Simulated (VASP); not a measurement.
Crystal: Y3AlN4.

```
CELL_PARAMETERS angstrom
-2.44225 2.44225 4.88450
2.44225 -2.44225 4.88450
2.44225 2.44225 -4.88450
ATOMIC_POSITIONS crystal
Y 0.75000 0.25000 0.50000
Y 0.00000 0.00000 0.00000
Y 0.25000 0.75000 0.50000
N 0.50000 0.00000 0.50000
N 0.75000 0.75000 0.00000
N 0.00000 0.50000 0.50000
N 0.25000 0.25000 0.00000
Al 0.50000 0.50000 0.00000
```

| Item | Value |
| --- | --- |
| Program | VASP 6.6.1 |
| Task | relaxation of cell and atoms |
| Functional | PBE |
| Potentials or basis | VASP PAW PBE potentials, release 64 (Y_sv, N, Al) |
| Cutoff | 600 eV |
| k mesh | 6 × 6 × 6 |
| Occupations | fermi-dirac, width 0.02 eV |
| Spin | no spin polarisation |

At the start: pressure -9.9 GPa; volume 14.57 Å³/atom.

Q: Where does the relaxation end?

A: Over 12 steps the energy falls by 59.8 meV/atom and the volume is 13.48 Å³/atom (-7.5 %); space group I4/mmm (No. 139, to 0.1 Å) before and after.

The path:
```tsv
step	energy change (eV)	largest force (eV/Å)	pressure (GPa)	volume (Å³)
1	0.0000	0.5975	-9.91	116.54
2	-0.1005	1.0324	11.45	101.98
3	-0.2927	0.8342	0.54	108.13
4	-0.3586	0.7048	0.57	107.89
5	-0.4676	0.2114	1.22	107.14
6	-0.4684	0.1045	1.44	107.02
7	-0.4568	0.1174	-3.02	109.79
8	-0.4766	0.0101	-0.37	108.09
9	-0.4781	0.0122	0.19	107.63
10	-0.4783	0.0067	0.03	107.75
11	-0.4783	0.0064	0.03	107.75
12	-0.4783	0.0048	-0.05	107.81
```

Final structure:
```cif
data_structure
_symmetry_space_group_name_H-M 'P 1'
_symmetry_Int_Tables_number 1
_cell_length_a 5.7638
_cell_length_b 5.7638
_cell_length_c 5.7638
_cell_angle_alpha 130.628
_cell_angle_beta 130.628
_cell_angle_gamma 72.404
_cell_volume 107.81
loop_
_atom_site_label
_atom_site_type_symbol
_atom_site_fract_x
_atom_site_fract_y
_atom_site_fract_z
_atom_site_occupancy
Y1 Y 0.75000 0.25000 0.50000 1
Y2 Y 0.00000 0.00000 0.00000 1
Y3 Y 0.25000 0.75000 0.50000 1
N1 N 0.50000 0.00000 0.50000 1
N2 N 0.72876 0.72876 0.00000 1
N3 N 0.00000 0.50000 0.50000 1
N4 N 0.27124 0.27124 0.00000 1
Al1 Al 0.50000 0.50000 0.00000 1
```
